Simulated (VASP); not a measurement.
# NaI (I4/mmm) in VASP: a series of runs

NaI is run at these levels: PBE; tasks: single point.

Program: VASP 6.6.1. These are calculated values, not measurements. Logs are shortened: lines on timing, memory, paths and dates and some standing lists are left out, and cuts for length are marked.

## Step 1: The cell of the first run

The structure is tetragonal, space group I4/mmm (No. 139). The conventional cell has a = 4.474 Å, b = 4.474 Å, c = 6.459 Å, α = 90.00°, β = 90.00°, γ = 90.00°. Na (site symmetry 4/mmm) has 6 I at 3.16 to 3.23 Å within 4.2 Å. Within 4.2 Å of I (site symmetry 4/mmm) lie 6 Na at 3.16 to 3.23 Å.

## Step 2: Single point, PBE (biaxial xy strain -2.0%)

The input, INCAR:

```
SYSTEM = NaI
PREC = Accurate
ENCUT = 520
EDIFF = 1E-7
ISMEAR = -1
SIGMA = 0.02
LREAL = .FALSE.
LASPH = .TRUE.
NELM = 100
ALGO = Normal
ISIF = 2
LWAVE = .FALSE.
LCHARG = .TRUE.
GGA = PE
LELF = .TRUE.
LVHAR = .TRUE.
NBANDS = 14
```

The input, KPOINTS:

```
regular mesh
0
G
  8 8 8
  0 0 0
```

The input, POSCAR:

```
NaI
1.0
    0.0000000000      3.1634209036      3.2296282834
    3.1634209036      0.0000000000      3.2296282834
    3.1634209036      3.1634209036      0.0000000000
Na I
1 1
Direct
    0.0000000000      0.0000000000      0.0000000000
    0.5000000000      0.5000000000      0.5000000000
```

Potentials or basis: VASP PAW PBE potentials, release 64 (Na_pv, I).

Run with:

```
> cat potpaw_PBE.64/Na_pv/POTCAR potpaw_PBE.64/I/POTCAR > POTCAR
> mpirun -np 1 vasp_std > vasp.out
```

OUTCAR:

```text
SYSTEM = NaI
   PREC = Accurate
   ENCUT = 520
   EDIFF = 1E-7
   ISMEAR = -1
   LREAL = .FALSE.
   LASPH = .TRUE.
   NELM = 100
   ISIF = 2
   GGA = PE

 ion  position               nearest neighbor table
   1  0.000  0.000  0.000-   2 3.16   2 3.16   2 3.16   2 3.16
   2  0.500  0.500  0.500-   1 3.16   1 3.16   1 3.16   1 3.16

  LATTYP: Found a body centered tetragonal cell.
 ALAT       =     4.4737527454
 C/A-ratio  =     1.4438117023

  Lattice vectors:

 A1 = (  -3.1634209036,   0.0000000000,   3.2296282834)
 A2 = (   3.1634209036,   0.0000000000,   3.2296282834)
 A3 = (   0.0000000000,   3.1634209036,  -3.2296282834)

Analysis of symmetry for initial positions (statically):
=====================================================================
 Subroutine PRICEL returns:
 Original cell was already a primitive cell.

 Routine SETGRP: Setting up the symmetry group for a
 body centered tetragonal supercell.

 Subroutine GETGRP returns: Found 16 space group operations
 (whereof 16 operations were pure point group operations)
 out of a pool of 16 trial point group operations.

The static configuration has the point symmetry D_4h.

Analysis of symmetry for dynamics (positions and initial velocities):
=====================================================================
 Subroutine PRICEL returns:
 Original cell was already a primitive cell.

 Routine SETGRP: Setting up the symmetry group for a
 body centered tetragonal supercell.

 Subroutine GETGRP returns: Found 16 space group operations
 (whereof 16 operations were pure point group operations)
 out of a pool of 16 trial point group operations.

The dynamic configuration has the point symmetry D_4h.

 Subroutine INISYM returns: Found 16 space group operations
 (whereof 16 operations are pure point group operations),
 and found     1 'primitive' translations

----------------------------------------------------------------------------------------

                                     Primitive cell

  volume of cell :      64.6393

  direct lattice vectors                    reciprocal lattice vectors
     0.000000000  3.163420904  3.229628283    -0.158056741  0.158056741  0.154816578
     3.163420904  0.000000000  3.229628283     0.158056741 -0.158056741  0.154816578
     3.163420904  3.163420904  0.000000000     0.158056741  0.158056741 -0.154816578

  length of vectors
     4.520810841  4.520810841  4.473752745     0.271904468  0.271904468  0.271904468

  position of ions in fractional coordinates (direct lattice)
     0.000000000  0.000000000  0.000000000
     0.500000000  0.500000000  0.500000000

  ion indices of the primitive-cell ions
   primitive index   ion index
                 1           1
                 2           2

----------------------------------------------------------------------------------------

 KPOINTS: regular mesh

Automatic generation of k-mesh.
 Grid dimensions read from file:
 generate k-points for:    8    8    8

 Generating k-lattice:

  Cartesian coordinates                     Fractional coordinates (reciprocal lattice)
    -0.019757093  0.019757093  0.019352072     0.125000000 -0.000000000  0.000000000
     0.019757093 -0.019757093  0.019352072    -0.000000000  0.125000000  0.000000000
     0.019757093  0.019757093 -0.019352072     0.000000000  0.000000000  0.125000000

  Length of vectors
     0.033988059  0.033988059  0.033988059

  Shift w.r.t. Gamma in fractional coordinates (k-lattice)
     0.000000000  0.000000000  0.000000000

 Subroutine IBZKPT returns following result:
 ===========================================

 Found     59 irreducible k-points:

 Following reciprocal coordinates:
            Coordinates               Weight
  0.000000  0.000000  0.000000      1.000000
  0.125000  0.000000  0.000000      8.000000
  0.250000  0.000000  0.000000      8.000000
  0.375000  0.000000  0.000000      8.000000
  0.500000  0.000000  0.000000      4.000000
  0.125000  0.125000  0.000000      2.000000
[... 16 lines left out ...]
  0.250000  0.000000  0.125000     16.000000
  0.375000 -0.000000  0.125000     16.000000
 [... further k-points ...]
   k-points           NKPTS =     59   k-points in BZ     NKDIM =     59   number of bands    NBANDS=     14
   number of dos      NEDOS =    301   number of ions     NIONS =      2
   total plane-waves  NPLWV =  46656
   dimension x,y,z NGX =    36 NGY =   36 NGZ =   36
   dimension x,y,z NGXF=    72 NGYF=   72 NGZF=   72
   ions per type =               1   1
   NGX,Y,Z   is equivalent  to a cutoff of  13.24, 13.24, 13.38 a.u.
   NGXF,Y,Z  is equivalent  to a cutoff of  26.48, 26.48, 26.76 a.u.
 SYSTEM =  NaI
   PREC   = accura    normal or accurate (medium, high low for compatibility)
   ISTART =      0    job   : 0-new  1-cont  2-samecut
   ICHARG =      2    charge: 1-file 2-atom 10-const
   ISPIN  =      1    spin polarized calculation?
   LNONCOLLINEAR =      F non collinear calculations
   LSORBIT =      F    spin-orbit coupling
   LASPH  =      T    aspherical Exc in radial PAW
   ENCUT  =  520.0 eV  38.22 Ry    6.18 a.u.   8.41  8.41  8.32*2*pi/ulx,y,z
   NELM   =    100;   NELMIN=  2; NELMDL= -5     # of ELM steps
   EDIFF  = 0.1E-06   stopping-criterion for ELM
   LREAL  =      F    real-space projection
   EDIFFG = 0.1E-05   stopping-criterion for IOM
   NSW    =      0    number of steps for IOM
   IBRION =     -1    ionic relax: 0-MD 1-quasi-New 2-CG
   NFREE  =      0    steps in history (QN), initial steepest desc. (CG)
   ISIF   =      2    stress and relaxation
   ISYM   =      2    0-nonsym 1-usesym 2-fastsym
   POTIM  = 0.5000    time-step for ionic-motion
   TEBEG  =    0.0;   TEEND  =   0.0 temperature during run
   PSTRESS=    0.0 pullay stress
   NELECT =      14.0000    total number of electrons
   NUPDOWN=      -1.0000    fix difference up-down
   EMIN   =  10.00;   EMAX   =-10.00  energy-range for DOS
   EFERMI =   0.00;   METHOD = LEGACY
   ISMEAR =    -1;   SIGMA  =   0.02  broadening in eV -4-tet -1-fermi 0-gaus
   EFERMI_NEDOS =   21; number of points for ismear=-14 and -15
   IALGO  =     38    algorithm
   IMIX   =      4    mixing-type and parameters
     AMIX     =   0.40;   BMIX     =  1.00
     AMIX_MAG =   1.60;   BMIX_MAG =  1.00
  volume/ion in A,a.u.               =      32.32       218.10
  Fermi-wavevector in a.u.,A,eV,Ry     =   0.983147  1.857879 13.151106  0.966579
  Thomas-Fermi vector in A             =   2.114284
   LORBIT       =      0    0 simple, 1 ext, 2 COOP (PROOUT), +10 PAW based schemes
   GGA     = PE    functional components
   LHFCALC =     F    Hartree Fock is set to
   AEXX    =    0.0000 exact exchange contribution
   IVDW    =     0    specifies the selected vdW correction
   LEPSILON=     F    determine dielectric tensor
   LRPA    =     F    only Hartree local field effects (RPA)
 non-spin polarized calculation
  energy-cutoff  :      520.00
  volume of cell :       64.64
 maximum number of plane-waves:      1761
 NGX is ok and might be reduce to    36
   NGX = 17   NGY = 17   NGZ = 17

 number of electron      14.0000004 magnetization

 Free energy of the ion-electron system (eV)
  ---------------------------------------------------
  ext. energy  EPLUGINS =         0.00000000
  ---------------------------------------------------
  free energy    TOTEN  =        -5.36592856 eV

  energy without entropy =       -5.36592856  energy(sigma->0) =       -5.36592856

 E-fermi :   1.5980     XC(G=0):  -7.8979

 val. band max:        1.1632587432   @ k =   0.0000   0.0000   0.0000
 cond. band min:       4.9225853624   @ k =   0.0000   0.0000   0.0000
 fundamental gap:      3.7593266192
 Fermi energy:         1.5979624540

 k-point     1 :       0.0000    0.0000    0.0000
  band No.  band energies     occupation
      1     -21.2399      2.00000
      2     -21.2386      2.00000
      3     -21.2386      2.00000
      4      -9.9979      2.00000
      5       1.1410      2.00000
      6       1.1410      2.00000
      7       1.1633      2.00000
      8       4.9226      0.00000
      9       8.9842      0.00000
     10       9.1246      0.00000
     11       9.1246      0.00000
     12      10.8521      0.00000
     13      11.0939      0.00000
     14      11.6161      0.00000

 k-point     2 :       0.1250    0.0000    0.0000
  band No.  band energies     occupation
      1     -21.2404      2.00000
      2     -21.2391      2.00000
      3     -21.2386      2.00000
      4      -9.9486      2.00000
      5       0.6499      2.00000
      6       1.0960      2.00000
      7       1.1021      2.00000
      8       5.4638      0.00000
      9       8.7146      0.00000
     10       9.1874      0.00000
     11       9.2932      0.00000
     12      10.4607      0.00000
     13      10.6434      0.00000
     14      12.2234      0.00000

 k-point     3 :       0.2500    0.0000    0.0000
  band No.  band energies     occupation
      1     -21.2425      2.00000
      2     -21.2396      2.00000
      3     -21.2387      2.00000
      4      -9.8246      2.00000
      5      -0.2454      2.00000
      6       0.9778      2.00000
      7       0.9924      2.00000
      8       6.1944      0.00000
      9       8.7541      0.00000
     10       9.0703      0.00000
     11       9.2392      0.00000
     12      10.7446      0.00000
     13      10.7871      0.00000
     14      11.7347      0.00000
[... 324 lines left out ...]
 k-point    23 :       0.2500    0.0000    0.1250
  band No.  band energies     occupation
      1     -21.2416      2.00000
      2     -21.2401      2.00000
      3     -21.2390      2.00000
      4      -9.8326      2.00000
      5      -0.0302      2.00000
      6       0.8628      2.00000
      7       0.9012      2.00000
      8       6.3905      0.00000
      9       8.0878      0.00000
     10       8.9438      0.00000
     11       9.6241      0.00000
     12      10.2200      0.00000
     13      11.3268      0.00000
     14      12.7651      0.00000

 k-point    24 :       0.3750   -0.0000    0.1250
  band No.  band energies     occupation
      1     -21.2439      2.00000
      2     -21.2403      2.00000
      3     -21.2392      2.00000
      4      -9.7037      2.00000
      5      -0.7197      2.00000
      6       0.7330      2.00000
      7       0.7607      2.00000
      8       6.6780      0.00000
      9       8.3376      0.00000
     10       8.8032      0.00000
     11       9.2729      0.00000
     12      11.3587      0.00000
     13      12.3961      0.00000
     14      12.4568      0.00000

 [... further k-points ...]

------------------------ aborting loop because EDIFF is reached ----------------------------------------

  FORCE on cell =-STRESS in cart. coord.  units (eV):
  Direction    XX          YY          ZZ          XY          YZ          ZX
  --------------------------------------------------------------------------------------
  -------------------------------------------------------------------------------------
  Total        0.6394517      0.6394517      0.3700589      0.0000000     -0.0000000      0.0000000
  in kB       15.8497277     15.8497277      9.1724418      0.0000000     -0.0000000      0.0000000
  external PRESSURE =      13.6239657 kB  Pullay stress =       0.0000000 kB

 VOLUME and BASIS-vectors are now :
 -----------------------------------------------------------------------------
  energy-cutoff  :      520.00
  volume of cell :       64.64
      direct lattice vectors                 reciprocal lattice vectors
     0.000000000  3.163420904  3.229628283    -0.158056741  0.158056741  0.154816578
     3.163420904  0.000000000  3.229628283     0.158056741 -0.158056741  0.154816578
     3.163420904  3.163420904  0.000000000     0.158056741  0.158056741 -0.154816578

 POSITION                                       TOTAL-FORCE (eV/Angst)
 -----------------------------------------------------------------------------------
      0.00000      0.00000      0.00000        -0.000000      0.000000      0.000000
      3.16342      3.16342      3.22963         0.000000     -0.000000     -0.000000
 -----------------------------------------------------------------------------------
    total drift:                                0.000000      0.000000      0.000000

  FREE ENERGIE OF THE ION-ELECTRON SYSTEM (eV)
  ---------------------------------------------------
  free  energy   TOTEN  =        -5.3659285614 eV

  energy  without entropy=       -5.3659285614  energy(sigma->0) =       -5.36592856
```

Wall time 61 s (1 thread of AMD EPYC 7R13 (Zen 3), shared host); peak memory 0.2 GiB.

What came out:

```
Free energy            : -5.3659 eV
Pressure               : 1.4 GPa
Band gap on the k mesh : 3.76 eV
```

Levels at points of the mesh, in eV from the valence-band top:
```
           k point  band 3  band 4  band 5  band 6  band 7  band 8  band 9  band 10  band 11  band 12
(0.00, 0.00, 0.00)  -22.40  -11.16   -0.02   -0.02    0.00    3.76    7.82     7.96     7.96     9.69
(0.50, 0.00, 0.00)  -22.40  -10.80   -2.37   -0.35   -0.31    5.09    7.39     7.55     9.07    10.41
(0.50, 0.50, 0.00)  -22.40  -10.73   -2.08   -0.79   -0.79    4.54    5.48    10.07    11.64    11.64
(0.50, 0.00, 0.50)  -22.40  -10.70   -2.07   -0.89   -0.80    4.51    5.43    10.21    11.37    11.70
```

Caveat: the cell differs from its parent crystal (biaxial xy strain -2.0%); spin-orbit coupling is left out, which moves the levels of the heavy elements.

## Step 3: Single point, PBE (uniaxial x strain +5.2%)

The input, INCAR:

```
PREC = Accurate ; ENCUT = 520
EDIFF = 1E-7 ; ISMEAR = -1
SIGMA = 0.02 ; LREAL = F
LASPH = T ; NELM = 60
ALGO = Normal ; ISIF = 2
LWAVE = F ; LCHARG = F
GGA = PE ; NBANDS = 14
```

The input, KPOINTS:

```
regular mesh
0
Gamma
  8 8 8
```

The input, POSCAR:

```
NaI
1.0
    0.0000000000      3.2296282834      3.2296282834
    3.3972459913      0.0000000000      3.2296282834
    3.3972459913      3.2296282834      0.0000000000
Na I
1 1
Direct
    0.0000000000      0.0000000000      0.0000000000
    0.5000000000      0.5000000000      0.5000000000
```

Potentials or basis: VASP PAW PBE potentials, release 64 (Na_pv, I).

Run with:

```
> cat potpaw_PBE.64/Na_pv/POTCAR potpaw_PBE.64/I/POTCAR > POTCAR
> mpirun -np 1 vasp_std > vasp.out
```

It took 59 s on 1 thread of AMD EPYC 7R13 (Zen 3), shared host; peak memory 0.2 GiB.

Results (log left out):

```yaml
Free_energy: -5.3797 eV
Pressure: -0.2 GPa
Band_gap_on_the_k_mesh: 3.50 eV
```

Stress tensor (GPa, compression positive):
```
-0.77  0.00  0.00
 0.00  0.13  0.00
 0.00  0.00  0.13
```

Levels at points of the mesh, in eV from the valence-band top:
```
           k point  band 4  band 5  band 6  band 7  band 8  band 9  band 10  band 11
(0.00, 0.00, 0.00)  -10.94   -0.05   -0.05    0.00    3.50    7.69     8.01     8.01
(0.50, 0.00, 0.00)  -10.67   -2.06   -0.33   -0.25    5.04    7.21     7.56     8.38
(0.50, 0.50, 0.00)  -10.59   -1.79   -0.85   -0.66    4.42    5.57     9.68    10.56
(0.00, 0.50, 0.50)  -10.63   -1.79   -0.65   -0.65    4.47    5.68     9.31    11.16
```

Caveat: the cell differs from its parent crystal (uniaxial x strain +5.2%); spin-orbit coupling is left out, which moves the levels of the heavy elements.
